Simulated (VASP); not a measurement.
Input of a VASP 6.6.1 run:

Contents of INCAR:

```
PREC = Accurate ; ENCUT = 600
EDIFF = 1E-7 ; ISMEAR = 0
SIGMA = 0.2 ; LREAL = False
LASPH = True ; NELM = 60
ALGO = Normal ; ISIF = 3
LWAVE = False ; LCHARG = False
GGA = PE ; IBRION = 2
NSW = 36 ; EDIFFG = -0.08
```

The input KPOINTS:

```
regular mesh
0
Gamma
  3 3 3
```

POSCAR

```
La3YO2
1.0
    3.2922921000      1.9008057300      3.5257820200
   -3.2922921000      1.9008057300      3.5257820200
    0.0000000000     -3.8016114600      3.5257820200
La Y O
3 1 2
Direct
    0.0000000000      0.0000000000      0.5000000000
    0.5000000000      0.0000000000      0.0000000000
    0.0000000000      0.5000000000      0.0000000000
    0.5000000000      0.5000000000      0.5000000000
    0.7039426600      0.7039426600      0.7039426600
    0.2960573400      0.2960573400      0.2960573400
```

Potentials or basis: VASP PAW PBE potentials, release 64 (La, Y_sv, O).

The run is started by

```bash
$ cat potpaw_PBE.64/La/POTCAR potpaw_PBE.64/Y_sv/POTCAR potpaw_PBE.64/O/POTCAR > POTCAR
$ mpirun -np 1 vasp_std > vasp.out
```

Problem. Estimate the relaxed volume.

Solution. 27.45 Å³/atom.

Problem. Predict the space group after relaxing (to 0.05 Å).

Solution. R-3m (No. 166).

Stress tensor (GPa, compression positive):
```
 0.02  0.00  0.00
 0.00  0.02  0.00
 0.00  0.00 -0.09
```

Caveat: the k points lie up to 0.38 Å⁻¹ apart in the final cell; the volume moved by over 15 % at a fixed basis, so the end points are rough.
